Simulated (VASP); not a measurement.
# Sb: single point with RPBE+D3(BJ)

Sb:

```xyz
2
Lattice="1.9570 1.1299 3.4839 -1.9570 1.1299 3.4839 0.0000 -2.2597 3.4839" Properties=species:S:1:pos:R:3 pbc="T T T"
Sb    0.0000    0.0000    7.8390
Sb    0.0000    0.0000    2.6128
```

```
Program                : VASP 6.6.1
Task                   : single point
Functional             : RPBE
Dispersion             : D3(BJ)
Potentials or basis    : VASP PAW PBE potentials, release 64 (Sb)
Cutoff                 : 520 eV
k mesh                 : 8 × 8 × 8
Occupations            : fermi-dirac, width 0.05 eV
Spin                   : no spin polarisation
Dipole correction      : no
Further INCAR settings : ALGO = Normal; EDIFF = 1e-07; NBANDS = 12
```

* Pressure: 0.3 GPa
* Band gap on the k mesh: zero (bands 5 and 6 overlap by 1.48 eV)
* Dispersion energy per atom: -3.033 eV

Forces on the atoms (eV/Å):
```
Sb   0.000  0.000 -0.002
Sb   0.000  0.000  0.002
```

Stress tensor (GPa, compression positive):
```
0.22 0.00 0.00
0.00 0.22 0.00
0.00 0.00 0.33
```

Levels at points of the mesh, in eV from the Fermi level:
```csv
k point,band 1,band 2,band 3,band 4,band 5,band 6,band 7,band 8,band 9,band 10
"(0.00, 0.00, 0.00)",-14.69,-3.11,-2.89,-1.73,-1.73,3.76,3.80,3.80,4.16,4.82
"(0.50, 0.00, 0.00)",-11.12,-11.12,-1.50,-1.50,-0.91,-0.91,0.45,0.45,8.18,8.18
"(0.50, 0.50, 0.00)",-11.17,-7.60,-7.34,-5.26,-4.41,1.13,6.62,6.80,9.51,9.61
"(0.50, 0.50, 0.50)",-11.56,-11.56,-0.47,-0.47,-0.47,-0.47,1.39,1.40,9.33,9.33
```

It took 30 s on 1 thread of Intel Xeon 8259CL, on a shared host, peak memory 0.2 GiB.

Caveat: the PAW data sets were made with another functional, which shifts forces and pressure a little; spin-orbit coupling is left out, which moves the levels of the heavy elements.
